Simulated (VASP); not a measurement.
TiB2: single point with PBE0

Crystal: TiB2.

```
Ti B
1.0
     3.02920    0.00000    0.00000
    -1.51460    2.62336    0.00000
     0.00000    0.00000    3.22840
Ti B
1 2
Direct
  0.00000 0.00000 0.00000
  0.66667 0.33333 0.50000
  0.33333 0.66667 0.50000
```

* Program: VASP 6.6.1
* Task: single point
* Functional: PBE0
* Potentials or basis: VASP PAW PBE potentials, release 64 (Ti_sv, B)
* Cutoff: 520 eV
* k mesh: 5 × 5 × 4
* Occupations: fermi-dirac, width 0.05 eV
* Spin: no spin polarisation
* Dipole correction: no
* Grid for exact exchange (PRECFOCK): Normal
* Further INCAR settings: ALGO = Normal; EDIFF = 1e-06; NBANDS = 16
* Share of exact exchange: 0.25

```json
{"Pressure": "-5.2 GPa", "Band gap on the k mesh": "zero (bands 9 and 10 overlap by 1.37 eV)"}
```

Stress tensor (GPa, compression positive):
```
-3.77  0.00  0.00
 0.00 -3.77  0.00
 0.00  0.00 -7.99
```

Levels at points of the mesh, in eV from the Fermi level:
```
           k point  band 5  band 6  band 7  band 8  band 9  band 10  band 11  band 12  band 13  band 14
(0.00, 0.00, 0.00)  -16.11   -3.75   -3.75   -3.47   -3.00     2.70     2.70     4.64     4.64     6.53
(0.00, 0.00, 0.50)  -13.96   -9.59   -1.33   -1.33   -0.54    -0.54     0.83     0.83     2.54     7.43
```

Run time: 19 min on 1 thread of Intel(R) Xeon(R) Platinum 8259CL CPU @ 2.50GHz (Skylake/Cascade Lake), on a shared host, peak memory 0.15 GiB.

Caveat: the k points lie up to 0.49 Å⁻¹ apart, too coarse for converged energies and pressures of a metal; the PAW data sets were made with another functional, which shifts forces and pressure a little.
